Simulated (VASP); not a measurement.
Runs of VASP 6.6.1 on BaTiO3. It takes space group P4mm (No. 99, tetragonal). Conventional cell: a = 4.000 Å, b = 4.000 Å, c = 4.018 Å, α = 90.00°, β = 90.00°, γ = 90.00°. Within 3.7 Å of Ba (site symmetry 4mm) lie 12 O at 2.79 to 2.88 Å and 8 Ti at 3.45 to 3.49 Å. Within 2.5 Å of Ti (site symmetry 4mm) lie 6 O at 1.89 to 2.13 Å. Within 2.5 Å of O (site symmetry 4mm) lie 2 Ti at 1.89 to 2.13 Å. O (site symmetry 2mm) has 2 Ti at 2.00 Å and 4 Ba at 2.79 to 2.88 Å and 8 O at 2.83 to 2.84 Å within 2.9 Å. 

```csv
level,U,gap on the mesh (eV),pressure (GPa),largest force (eV/Å)
PBEsol+U,Ti d U = 6.0 eV,(a),3.0,0.74
PBEsol+U,Ti d U = 4.0 eV,2.20,(b),0.44
PBEsol+U,Ti d U = 2.0 eV,1.95,-0.4,0.15
PBEsol,-,1.72,-2.0,0.32
```

Alike in all rows: task single point; potentials or basis VASP PAW PBE potentials, release 64 (Ba_sv, Ti_sv, O); no spin polarisation; cell as given; k mesh 6 × 6 × 6; cutoff (eV) 520; smearing gaussian 0.01 eV.

Task: Estimate the missing entries.

Result: (a) 2.47; (b) 1.3.

Caveats: the PAW data sets were made with another functional, which shifts forces and pressure a little; spin-orbit coupling is left out, which moves the levels of the heavy elements; the cell stands under pressure (at least some runs).

A k mesh can miss the band edges, and the runs leave out spin-orbit coupling on Ba.
